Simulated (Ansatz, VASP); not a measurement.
# Two plane-wave programs on Ni

Contents of INCAR:

```
  PREC = Accurate
  ENCUT = 520
  EDIFF = 1E-6
  ISMEAR = 0
  SIGMA = 0.15
  LREAL = F
  LASPH = T
  NELM = 150
  ALGO = Normal
  ISIF = 2
  LWAVE = F
  LCHARG = F
  ISPIN = 2
  MAGMOM = 0.6
  LORBIT = 11
  LMAXMIX = 4
  GGA = PS
  NBANDS = 15
```

KPOINTS

```
Automatic mesh
0
Gamma
  34 34 34
```

POSCAR

```
Ni
1.0
   -1.3775377809      1.3775377809      1.3775377809
    1.3775377809     -1.3775377809      1.3775377809
    1.3775377809      1.3775377809     -1.3775377809
Ni
1
Direct
    0.0000000000      0.0000000000      0.0000000000
```

Input for Ansatz:

```yaml
crystal:
  lattice:
    - [-1.3775377809, 1.3775377809, 1.3775377809]
    - [1.3775377809, -1.3775377809, 1.3775377809]
    - [1.3775377809, 1.3775377809, -1.3775377809]
  atoms:
    - { symbol: Ni, position: [0.0, 0.0, 0.0], spin: 0.6 }
basis:
  ecutwfc: 420
kpoints:
  mp_grid: { grid: [34, 34, 34] }
hamiltonian:
  xc: pbesol
scf:
  occupations: { method: gaussian, width: 0.15 }
output:
  forces: true
  stress: true
  eigenvalues: true
  populations: true
magnetization:
  spin_polarized: true
```

Alike in both runs: task single point; functional PBEsol; k mesh 34 × 34 × 34; occupations gaussian, width 0.15 eV; collinear spin.

|  | VASP | Ansatz |
| --- | --- | --- |
| version | VASP 6.6.1 | Ansatz 0.2.0 |
| potentials or method | VASP PAW PBE potentials, release 64 (Ni), cutoff 520 eV | scalar-relativistic, plane waves, PAW |
| valence electrons in the cell | 10 | 18 |

Ansatz gave:

* gap on the k mesh at the Fermi level (eV): none
* pressure (GPa): 0.2
* net moment per atom (μB): 0.52
* size of the moment on the site where the two differ most (μB): 0.55

Q: What did VASP give for the same quantities?

A: gap on the k mesh at the Fermi level (eV): none; pressure (GPa): 0.2; net moment per atom (μB): 0.51; size of the moment on the site where the two differ most (μB): 0.52.

VASP's potentials were made for PBE, not for PBEsol. Site moments also hang on the region over which each program counts them. A gap of «none» marks a metal or a gap that the smearing closes. VASP's potentials hold 10 valence electrons a cell and Ansatz's 18, so a difference there can come from the potentials and not from the codes.
